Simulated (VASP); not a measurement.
# Ni (Fm-3m) in VASP: further runs

Runs on Ni. Level: PBE. Tasks: single point, relaxation of cell and atoms.

Program: VASP 6.6.1. These are calculated values, not measurements. Logs are shortened: lines on timing, memory, paths and dates and some standing lists are left out, and cuts for length are marked.

**1. The cell of the first run**

Symmetry: Fm-3m, No. 225, cubic system. The conventional cell has a = 3.519 Å, b = 3.519 Å, c = 3.519 Å, α = 90.00°, β = 90.00°, γ = 90.00°. Within 3.3 Å of Ni (site symmetry m-3m) lie 12 Ni at 2.49 Å.

**2. Single point, PBE, collinear spin, ferromagnetic start**

File INCAR:

```
SYSTEM = Ni
ALGO     = Normal         ! electronic algorithm
EDIFF    = 1E-7           ! SCF threshold, eV
ENCUT    = 520            ! plane-wave cutoff, eV
GGA      = PE             ! functional
ISIF     = 2              ! what is computed and relaxed
ISMEAR   = -1             ! smearing method
ISPIN    = 2              ! spin polarisation
LASPH    = .TRUE.         ! aspherical terms in the spheres
LCHARG   = .FALSE.        ! write CHGCAR
LMAXMIX  = 4              ! l up to which the mixer works
LORBIT   = 11             ! projections on sites
LREAL    = .FALSE.        ! projectors in reciprocal space
LWAVE    = .FALSE.        ! write WAVECAR
MAGMOM   = 0.672          ! initial moments
NBANDS   = 15             ! bands
NELM     = 150            ! most SCF steps
PREC     = Accurate       ! precision mode
SIGMA    = 0.05           ! smearing width, eV
```

File KPOINTS:

```
k-points
0
G
  22 22 22
  0 0 0
```

File POSCAR:

```
Ni
1.0
    0.0000000000      1.7596893266      1.7596893266
    1.7596893266      0.0000000000      1.7596893266
    1.7596893266      1.7596893266      0.0000000000
Ni
1
Direct
    0.0000000000      0.0000000000      0.0000000000
```

Potentials or basis: VASP PAW PBE potentials, release 64 (Ni).

Launch:

```
$ cat potpaw_PBE.64/Ni/POTCAR > POTCAR
$ mpirun -np 1 vasp_std > vasp.out
```

OUTCAR:

```text
SYSTEM = Ni
   EDIFF = 1E-7
   ENCUT = 520
   GGA = PE
   ISIF = 2
   ISMEAR = -1
   ISPIN = 2
   LASPH = .TRUE.
   LORBIT = 11
   LREAL = .FALSE.
   NELM = 150
   PREC = Accurate

 ion  position               nearest neighbor table
   1  0.000  0.000  0.000-

  LATTYP: Found a face centered cubic cell.
 ALAT       =     3.5193786532

  Lattice vectors:

 A1 = (   0.0000000000,   1.7596893266,   1.7596893266)
 A2 = (   1.7596893266,   0.0000000000,   1.7596893266)
 A3 = (   1.7596893266,   1.7596893266,   0.0000000000)

Analysis of symmetry for initial positions (statically):
=====================================================================
 Subroutine PRICEL returns:
 Original cell was already a primitive cell.

 Routine SETGRP: Setting up the symmetry group for a
 face centered cubic supercell.

 Subroutine GETGRP returns: Found 48 space group operations
 (whereof 48 operations were pure point group operations)
 out of a pool of 48 trial point group operations.

The static configuration has the point symmetry O_h .

Analysis of symmetry for dynamics (positions and initial velocities):
=====================================================================
 Subroutine PRICEL returns:
 Original cell was already a primitive cell.

 Routine SETGRP: Setting up the symmetry group for a
 face centered cubic supercell.

 Subroutine GETGRP returns: Found 48 space group operations
 (whereof 48 operations were pure point group operations)
 out of a pool of 48 trial point group operations.

The dynamic configuration has the point symmetry O_h .

Analysis of structural, dynamic, and magnetic symmetry:
=====================================================================
 Subroutine PRICEL returns:
 Original cell was already a primitive cell.

 Routine SETGRP: Setting up the symmetry group for a
 face centered cubic supercell.

 Subroutine GETGRP returns: Found 48 space group operations
 (whereof 48 operations were pure point group operations)
 out of a pool of 48 trial point group operations.

The overall configuration has the point symmetry O_h .

 Subroutine INISYM returns: Found 48 space group operations
 (whereof 48 operations are pure point group operations),
 and found     1 'primitive' translations

----------------------------------------------------------------------------------------

                                     Primitive cell

  volume of cell :      10.8978

  direct lattice vectors                    reciprocal lattice vectors
     0.000000000  1.759689327  1.759689327    -0.284141065  0.284141065  0.284141065
     1.759689327  0.000000000  1.759689327     0.284141065 -0.284141065  0.284141065
     1.759689327  1.759689327  0.000000000     0.284141065  0.284141065 -0.284141065

  length of vectors
     2.488576511  2.488576511  2.488576511     0.492146762  0.492146762  0.492146762

  position of ions in fractional coordinates (direct lattice)
     0.000000000  0.000000000  0.000000000

  ion indices of the primitive-cell ions
   primitive index   ion index
                 1           1

----------------------------------------------------------------------------------------

 KPOINTS: k-points

Automatic generation of k-mesh.
 Grid dimensions read from file:
 generate k-points for:   22   22   22

 Generating k-lattice:

  Cartesian coordinates                     Fractional coordinates (reciprocal lattice)
    -0.012915503  0.012915503  0.012915503     0.045454545  0.000000000  0.000000000
     0.012915503 -0.012915503  0.012915503     0.000000000  0.045454545  0.000000000
     0.012915503  0.012915503 -0.012915503     0.000000000  0.000000000  0.045454545

  Length of vectors
     0.022370307  0.022370307  0.022370307

  Shift w.r.t. Gamma in fractional coordinates (k-lattice)
     0.000000000  0.000000000  0.000000000

 Subroutine IBZKPT returns following result:
 ===========================================

 Found    328 irreducible k-points:

 Following reciprocal coordinates:
            Coordinates               Weight
  0.000000  0.000000  0.000000      1.000000
  0.045455  0.000000  0.000000      8.000000
  0.090909  0.000000  0.000000      8.000000
  0.136364  0.000000  0.000000      8.000000
  0.181818  0.000000  0.000000      8.000000
  0.227273  0.000000  0.000000      8.000000
[... 16 lines left out ...]
  0.500000  0.045455  0.000000     24.000000
 -0.454545  0.045455  0.000000     24.000000
 [... further k-points ...]
   k-points           NKPTS =    328   k-points in BZ     NKDIM =    328   number of bands    NBANDS=     15
   number of dos      NEDOS =    301   number of ions     NIONS =      1
   total plane-waves  NPLWV =   8000
   dimension x,y,z NGX =    20 NGY =   20 NGZ =   20
   dimension x,y,z NGXF=    40 NGYF=   40 NGZF=   40
   ions per type =               1
   NGX,Y,Z   is equivalent  to a cutoff of  13.36, 13.36, 13.36 a.u.
   NGXF,Y,Z  is equivalent  to a cutoff of  26.72, 26.72, 26.72 a.u.
 SYSTEM =  Ni
   PREC   = accura    normal or accurate (medium, high low for compatibility)
   ISTART =      0    job   : 0-new  1-cont  2-samecut
   ICHARG =      2    charge: 1-file 2-atom 10-const
   ISPIN  =      2    spin polarized calculation?
   LNONCOLLINEAR =      F non collinear calculations
   LSORBIT =      F    spin-orbit coupling
   LASPH  =      T    aspherical Exc in radial PAW
   ENCUT  =  520.0 eV  38.22 Ry    6.18 a.u.   4.63  4.63  4.63*2*pi/ulx,y,z
   NELM   =    150;   NELMIN=  2; NELMDL= -5     # of ELM steps
   EDIFF  = 0.1E-06   stopping-criterion for ELM
   LREAL  =      F    real-space projection
   EDIFFG = 0.1E-05   stopping-criterion for IOM
   NSW    =      0    number of steps for IOM
   IBRION =     -1    ionic relax: 0-MD 1-quasi-New 2-CG
   NFREE  =      0    steps in history (QN), initial steepest desc. (CG)
   ISIF   =      2    stress and relaxation
   ISYM   =      2    0-nonsym 1-usesym 2-fastsym
   POTIM  = 0.5000    time-step for ionic-motion
   TEBEG  =    0.0;   TEEND  =   0.0 temperature during run
   PSTRESS=    0.0 pullay stress
   NELECT =      10.0000    total number of electrons
   NUPDOWN=      -1.0000    fix difference up-down
   EMIN   =  10.00;   EMAX   =-10.00  energy-range for DOS
   EFERMI =   0.00;   METHOD = LEGACY
   ISMEAR =    -1;   SIGMA  =   0.05  broadening in eV -4-tet -1-fermi 0-gaus
   EFERMI_NEDOS =   21; number of points for ismear=-14 and -15
   IALGO  =     38    algorithm
   IMIX   =      4    mixing-type and parameters
     AMIX     =   0.40;   BMIX     =  1.00
     AMIX_MAG =   1.60;   BMIX_MAG =  1.00
  volume/ion in A,a.u.               =      10.90        73.54
  Fermi-wavevector in a.u.,A,eV,Ry     =   1.590849  3.006268 34.433612  2.530799
  Thomas-Fermi vector in A             =   2.689480
   LORBIT       =     11    0 simple, 1 ext, 2 COOP (PROOUT), +10 PAW based schemes
   GGA     = PE    functional components
   LHFCALC =     F    Hartree Fock is set to
   AEXX    =    0.0000 exact exchange contribution
   IVDW    =     0    specifies the selected vdW correction
   LEPSILON=     F    determine dielectric tensor
   LRPA    =     F    only Hartree local field effects (RPA)
 spin polarized calculation
  energy-cutoff  :      520.00
  volume of cell :       10.90
 maximum number of plane-waves:       306
   NGX =  9   NGY =  9   NGZ =  9

 number of electron      10.0000009 magnetization       0.6379274

 Free energy of the ion-electron system (eV)
  ---------------------------------------------------
  ext. energy  EPLUGINS =         0.00000000
  ---------------------------------------------------
  free energy    TOTEN  =        -5.47751278 eV

  energy without entropy =       -5.46352317  energy(sigma->0) =       -5.47051798

 E-fermi :   9.3553     XC(G=0): -13.2461

 val. band max:        9.3543481335   @ k =   0.5000   0.2273   0.0909
 cond. band min:       9.3556997069   @ k =   0.3636   0.0909   0.0455
 fundamental gap:      0.0013515734
 Fermi energy:         9.3553407424

 spin component 1

 k-point     1 :       0.0000    0.0000    0.0000
  band No.  band energies     occupation
      1       0.3537      1.00000
      2       6.9148      1.00000
      3       6.9148      1.00000
      4       6.9148      1.00000
      5       8.0890      1.00000
      6       8.0890      1.00000
      7      33.0636      0.00000
      8      36.9098      0.00000
      9      36.9098      0.00000
     10      36.9098      0.00000
     11      39.8413      0.00000
     12      39.8413      0.00000
     13      39.8413      0.00000
     14      42.8129      0.00000
     15      49.0894      0.00000
[... 397 lines left out ...]
 k-point    24 :      -0.4545    0.0455    0.0000
  band No.  band energies     occupation
      1       4.5542      1.00000
      2       6.9103      1.00000
      3       6.9681      1.00000
      4       8.2396      1.00000
      5       8.7021      1.00000
      6       9.4778      0.07951
      7      15.2576      0.00000
      8      31.0901      0.00000
      9      33.1327      0.00000
     10      33.7416      0.00000
     11      37.3176      0.00000
     12      38.0197      0.00000
     13      43.5301      0.00000
     14      54.4886      0.00000
     15      54.5203      0.00000

 [... further k-points ...]

 spin component 2

 k-point     1 :       0.0000    0.0000    0.0000
  band No.  band energies     occupation
      1       0.3201      1.00000
      2       7.6804      1.00000
      3       7.6804      1.00000
      4       7.6804      1.00000
      5       8.6869      1.00000
      6       8.6869      1.00000
      7      32.8999      0.00000
      8      36.8930      0.00000
      9      36.8930      0.00000
     10      36.8930      0.00000
     11      39.9453      0.00000
     12      39.9453      0.00000
     13      39.9453      0.00000
     14      42.6896      0.00000
     15      49.2909      0.00000
[... 397 lines left out ...]
 k-point    24 :      -0.4545    0.0455    0.0000
  band No.  band energies     occupation
      1       4.9862      1.00000
      2       7.5269      1.00000
      3       7.5963      1.00000
      4       8.5675      1.00000
      5       9.4705      0.09082
      6       9.9001      0.00002
      7      15.6637      0.00000
      8      30.9909      0.00000
      9      33.1927      0.00000
     10      33.8275      0.00000
     11      37.3655      0.00000
     12      38.0508      0.00000
     13      43.6528      0.00000
     14      54.5931      0.00000
     15      55.1691      0.00000

 [... further k-points ...]
[... 5 lines left out ...]
  --------------------------------------------------------------------------------------
  -------------------------------------------------------------------------------------
  Total       -0.0072500     -0.0072500     -0.0072500      0.0000000      0.0000000      0.0000000
  in kB       -1.0658867     -1.0658867     -1.0658867      0.0000000      0.0000000      0.0000000
  external PRESSURE =      -1.0658867 kB  Pullay stress =       0.0000000 kB

 VOLUME and BASIS-vectors are now :
 -----------------------------------------------------------------------------
  energy-cutoff  :      520.00
  volume of cell :       10.90
      direct lattice vectors                 reciprocal lattice vectors
     0.000000000  1.759689327  1.759689327    -0.284141065  0.284141065  0.284141065
     1.759689327  0.000000000  1.759689327     0.284141065 -0.284141065  0.284141065
     1.759689327  1.759689327  0.000000000     0.284141065  0.284141065 -0.284141065

 POSITION                                       TOTAL-FORCE (eV/Angst)
 -----------------------------------------------------------------------------------
      0.00000      0.00000      0.00000         0.000000      0.000000      0.000000
 -----------------------------------------------------------------------------------
    total drift:                                0.000000     -0.000000      0.000000

  FREE ENERGIE OF THE ION-ELECTRON SYSTEM (eV)
  ---------------------------------------------------
  free  energy   TOTEN  =        -5.4775127835 eV

  energy  without entropy=       -5.4635231695  energy(sigma->0) =       -5.47051798

 total charge

# of ion       s       p       d       tot
------------------------------------------
    1        0.497   0.497   8.313   9.307

 magnetization (x)

# of ion       s       p       d       tot
------------------------------------------
    1       -0.006  -0.025   0.681   0.650
```

It took 70 s on 1 thread of Intel Xeon Platinum 8488C (Sapphire Rapids), shared host; peak memory 0.19 GiB.

What came out:

```yaml
Free_energy: -5.4775 eV
Pressure: -0.1 GPa
Net_moment: 0.64 μB per cell
Site_moments: Ni +0.65 μB
Valence_electrons_inside_the_program's_atomic_spheres: Ni 9.31
```

Levels at points of the mesh, in eV from the Fermi level:
Spin up:
```csv
k point,band 1,band 2,band 3,band 4,band 5,band 6,band 7,band 8,band 9,band 10
"(0.00, 0.00, 0.00)",-9.00,-2.44,-2.44,-2.44,-1.27,-1.27,23.71,27.55,27.55,27.55
"(0.50, 0.00, 0.00)",-4.83,-2.42,-2.42,-0.62,-0.62,-0.29,5.64,22.20,24.64,24.64
"(0.50, 0.50, 0.00)",-4.64,-4.20,-0.56,-0.49,-0.49,2.44,9.20,14.81,14.81,19.70
```
Spin down:
```tsv
k point	band 1	band 2	band 3	band 4	band 5	band 6	band 7	band 8	band 9	band 10
(0.00, 0.00, 0.00)	-9.04	-1.67	-1.67	-1.67	-0.67	-0.67	23.54	27.54	27.54	27.54
(0.50, 0.00, 0.00)	-4.39	-1.79	-1.79	-0.35	0.15	0.15	6.07	22.05	24.73	24.73
(0.50, 0.50, 0.00)	-4.29	-3.57	0.06	0.39	0.39	2.40	9.45	14.82	14.82	19.87
```

**3. Single point, PBE, collinear spin, ferromagnetic start**

File INCAR:

```
SYSTEM = Ni
PREC = Accurate
ENCUT = 520
EDIFF = 1E-6
ISMEAR = -1
SIGMA = 0.05
LREAL = .FALSE.
LASPH = .TRUE.
NELM = 150
ALGO = Normal
ISIF = 2
LWAVE = .FALSE.
LCHARG = .FALSE.
ISPIN = 2
MAGMOM = 0.672
LORBIT = 11
LMAXMIX = 4
GGA = PE
NBANDS = 15
```

File KPOINTS:

```
regular mesh
0
G
  25 25 25
  0 0 0
```

POSCAR is that of step 2.

Potentials or basis: VASP PAW PBE potentials, release 64 (Ni).

Launch:

```
$ cat potpaw_PBE.64/Ni/POTCAR > POTCAR
$ mpirun -np 1 vasp_std > vasp.out
```

Wall time 92 s (1 thread of Intel Xeon Platinum 8488C (Sapphire Rapids), shared host); peak memory 0.22 GiB.

It converged, with:

- Free energy: -5.4776 eV
- Pressure: -0.2 GPa
- Net moment: 0.62 μB per cell
- Site moments: Ni +0.63 μB
- Valence electrons inside the program's atomic spheres: Ni 9.31

Levels at points of the mesh, in eV from the Fermi level:
Spin up:
```
           k point  band 3  band 4  band 5  band 6  band 7  band 8
(0.00, 0.00, 0.00)   -2.43   -2.43   -1.25   -1.25   23.71   27.56
```
Spin down:
| k point | band 2 | band 3 | band 4 | band 5 | band 6 | band 7 | band 8 | band 9 |
| --- | --- | --- | --- | --- | --- | --- | --- | --- |
| (0.00, 0.00, 0.00) | -1.68 | -1.68 | -1.68 | -0.67 | -0.67 | 23.55 | 27.54 | 27.54 |

**4. Single point, PBE**

This run uses another cell than the first one, of 10.85 Å³/atom, 0.996 times its volume.

File INCAR:

```
SYSTEM = Ni
ALGO     = Normal         ! electronic algorithm
EDIFF    = 1E-6           ! SCF threshold, eV
ENCUT    = 520            ! plane-wave cutoff, eV
GGA      = PE             ! functional
ISIF     = 2              ! what is computed and relaxed
ISMEAR   = -1             ! smearing method
LASPH    = .TRUE.         ! aspherical terms in the spheres
LCHARG   = .FALSE.        ! write CHGCAR
LREAL    = .FALSE.        ! projectors in reciprocal space
LWAVE    = .FALSE.        ! write WAVECAR
NBANDS   = 11             ! bands
NELM     = 60             ! most SCF steps
PREC     = Accurate       ! precision mode
SIGMA    = 0.1            ! smearing width, eV
```

File KPOINTS:

```
k-points
0
G
  15 15 15
  0 0 0
```

File POSCAR:

```
Ni
1.0
    0.0000000000      1.7572466595      1.7572466595
    1.7572466595      0.0000000000      1.7572466595
    1.7572466595      1.7572466595      0.0000000000
Ni
1
Direct
    0.0000000000      0.0000000000      0.0000000000
```

Potentials or basis: VASP PAW PBE potentials, release 64 (Ni).

Launch:

```
$ cat potpaw_PBE.64/Ni/POTCAR > POTCAR
$ mpirun -np 1 vasp_std > vasp.out
```

OUTCAR:

```text
SYSTEM = Ni
   EDIFF = 1E-6
   ENCUT = 520
   GGA = PE
   ISIF = 2
   ISMEAR = -1
   LASPH = .TRUE.
   LREAL = .FALSE.
   NELM = 60
   PREC = Accurate

 ion  position               nearest neighbor table
   1  0.000  0.000  0.000-

  LATTYP: Found a face centered cubic cell.
 ALAT       =     3.5144933190

  Lattice vectors:

 A1 = (   0.0000000000,   1.7572466595,   1.7572466595)
 A2 = (   1.7572466595,   0.0000000000,   1.7572466595)
 A3 = (   1.7572466595,   1.7572466595,   0.0000000000)

Analysis of symmetry for initial positions (statically):
[... 506 lines left out ...]
      6       8.6513      1.99514
      7      29.1703      0.00000
      8      31.7552      0.00000
      9      32.1369      0.00000
     10      34.4292      0.00000
     11      38.9841      0.00000

 [... further k-points ...]
[... 5 lines left out ...]
  --------------------------------------------------------------------------------------
  -------------------------------------------------------------------------------------
  Total        0.0017413      0.0017413      0.0017413     -0.0000000      0.0000000     -0.0000000
  in kB        0.2570717      0.2570717      0.2570717     -0.0000000      0.0000000     -0.0000000
  external PRESSURE =       0.2570717 kB  Pullay stress =       0.0000000 kB

 VOLUME and BASIS-vectors are now :
 -----------------------------------------------------------------------------
  energy-cutoff  :      520.00
  volume of cell :       10.85
      direct lattice vectors                 reciprocal lattice vectors
     0.000000000  1.757246660  1.757246660    -0.284536037  0.284536037  0.284536037
     1.757246660  0.000000000  1.757246660     0.284536037 -0.284536037  0.284536037
     1.757246660  1.757246660  0.000000000     0.284536037  0.284536037 -0.284536037

 POSITION                                       TOTAL-FORCE (eV/Angst)
 -----------------------------------------------------------------------------------
      0.00000      0.00000      0.00000        -0.000000      0.000000      0.000000
 -----------------------------------------------------------------------------------
    total drift:                                0.000000     -0.000000      0.000000

  FREE ENERGIE OF THE ION-ELECTRON SYSTEM (eV)
  ---------------------------------------------------
  free  energy   TOTEN  =        -5.4660018869 eV

  energy  without entropy=       -5.3802435164  energy(sigma->0) =       -5.42312270
```

Wall time 5.3 s (1 thread of Intel Xeon 6975P-C (Granite Rapids), shared host); peak memory 0.12 GiB.

What came out:

```
Free energy            : -5.4660 eV
Pressure               : 0.0 GPa
Band gap on the k mesh : zero (band 5 reaches 9.38 eV, above the bottom of band 6 at 8.43 eV)
```

Levels at points of the mesh, in eV from the Fermi level:
| k point | band 3 | band 4 | band 5 | band 6 | band 7 | band 8 |
| --- | --- | --- | --- | --- | --- | --- |
| (0.00, 0.00, 0.00) | -1.88 | -1.88 | -0.78 | -0.78 | 23.82 | 27.78 |

Caveat: the run has no spin polarisation, though such a crystal can be magnetic. Spin polarisation is off, so any magnetic state and its effect on volume and gap are missing.

(Continued in part 2 of 2.)
